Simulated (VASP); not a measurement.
Li3Sc: single point with PBE

Crystal: Li3Sc.

```
Li Sc
1.0
     6.23146    0.00000    0.00000
    -3.11573    5.39660    0.00000
     0.00000    0.00000    4.93267
Li Sc
6 2
Direct
  0.32170 0.16090 0.75000
  0.83910 0.16090 0.75000
  0.83910 0.67830 0.75000
  0.67830 0.83910 0.25000
  0.16090 0.83910 0.25000
  0.16090 0.32170 0.25000
  0.66667 0.33333 0.25000
  0.33333 0.66667 0.75000
```

```json
{"Program": "VASP 6.6.1", "Task": "single point", "Functional": "PBE", "Potentials or basis": "VASP PAW PBE potentials, release 64 (Li_sv, Sc_sv)", "Cutoff": "520 eV", "k mesh": "5 × 5 × 5", "Occupations": "fermi-dirac, width 0.2 eV", "Spin": "no spin polarisation", "Dipole correction": "no", "Further INCAR settings": "ALGO = Normal; EDIFF = 1e-06; NBANDS = 30"}
```

```
Band gap on the k mesh : zero (bands 20 and 21 overlap by 0.34 eV)
```

Levels at points of the mesh, in eV from the Fermi level:
```
           k point  band 18  band 19  band 20  band 21  band 22  band 23
(0.00, 0.00, 0.00)    -0.35    -0.35    -0.16    -0.16     0.23     0.66
```

Wall time 3.7 min on 1 thread of Intel Xeon 8259CL, on a shared host, peak memory 0.35 GiB.
